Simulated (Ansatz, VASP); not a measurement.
**BiO in VASP and in Ansatz**

The input POSCAR:

```
BiO
1.0
    4.0407920000      0.0000000000      0.0000000000
   -2.0203960000      3.4994290000      0.0000000000
    0.0000000000      0.0000000000      6.4748420000
Bi O
2 2
Direct
    0.3333300000      0.6666700000      0.0000000000
    0.6666600000      0.3333300000      0.5000000000
    0.3333300000      0.6666700000      0.3450000000
    0.6666600000      0.3333300000      0.8450000000
```

Contents of INCAR.step1:

```
SYSTEM = BiO
ALGO = Normal
EDIFF = 1E-4
ENCUT = 520
GGA = PE
ISMEAR = 0
LASPH = .True.
LCHARG = .False.
LREAL = .False.
LWAVE = .True.
NBANDS = 29
NELM = 60
PREC = Accurate
SIGMA = 0.1613
```

Contents of INCAR.step2:

```
SYSTEM = BiO
ALGO = Normal
EDIFF = 1E-6
ENCUT = 520
ISIF = 2
ISMEAR = 0
ISTART = 1
LASPH = .True.
LCHARG = .False.
LMIXTAU = .True.
LREAL = .False.
LWAVE = .False.
METAGGA = R2SCAN
NBANDS = 29
NELM = 60
PREC = Accurate
SIGMA = 0.1613
```

File KPOINTS:

```
k-points
0
Gamma
  10 10 5
  0 0 0
```

Input for Ansatz:

```yaml
crystal:
  lattice:
    - [4.040792, 0.0, 0.0]
    - [-2.020396, 3.499429, 0.0]
    - [0.0, 0.0, 6.474842]
  atoms:
    - { symbol: Bi, position: [0.33333, 0.66667, 0.0] }
    - { symbol: Bi, position: [0.66666, 0.33333, 0.5] }
    - { symbol: O, position: [0.33333, 0.66667, 0.345] }
    - { symbol: O, position: [0.66666, 0.33333, 0.845] }
  symmetry: { tolerance: 0.0003 }
kpoints:
  mp_grid: { grid: [10, 10, 5], shift: [0, 0, 0] }
  band_path:
    path:
      - [0.0, 0.0, 0.0]
      - [0.5, 0.0, 0.0]
      - [0.33333333, 0.33333333, 0.0]
      - [0.0, 0.0, 0.0]
      - [0.0, 0.0, 0.5]
      - [0.5, 0.0, 0.5]
      - [0.33333333, 0.33333333, 0.5]
      - [0.0, 0.0, 0.5]
      - [0.5, 0.0, 0.5]
      - [0.5, 0.0, 0.0]
      - [0.33333333, 0.33333333, 0.5]
    npoints: 6
magnetization:
  spin_polarized: false
scf:
  occupations: { method: gaussian, width: 0.1613 }
  lower_state_search: "off"
  max_iter: 200
hamiltonian:
  pseudopotentials: { kind: paw }
  xc: r2scan
basis:
  ecutwfc: 500
  fft_grid_basis: typed
output:
  forces: true
  stress: true
  eigenvalues: true
  bader: true
  populations: true
  elf: true
  write_potential: true
  volumetric_format: npy
  dos:
    e_range: [-12, 8]
    de: 0.05
    projected: { site_lists: { Bi: [Bi], O: [O] } }
checkpoint:
  read: saved_state
```

Alike in both runs: task single point; functional r2SCAN; k mesh 10 × 10 × 5; occupations gaussian, width 0.1613 eV; no spin polarisation.

|  | VASP | Ansatz |
| --- | --- | --- |
| version | VASP 6.6.1 | Ansatz 0.2.0 |
| potentials or method | VASP PAW PBE potentials, release 64 (Bi_d, O), cutoff 520 eV | PAW plane waves |
| valence electrons in the cell | 42 | 42 |

```tsv
	VASP	Ansatz	Ansatz less VASP
pressure (GPa)	-3.6	-3.8	-0.19
traceless stress, the component that is largest in VASP (GPa)	2.42	2.10	-0.316
rms of the force components (eV/Å)	0.010	0.022	+0.0113
```

VASP's potentials were made for PBE, not for r2SCAN. Atom by atom the forces differ by 0.032 eV/Å (rms over components). With one functional, cell and mesh, what is left measures potentials, basis and numerics. Ansatz's warnings: structure snapped to symmetry.

Spin-orbit coupling is off throughout.
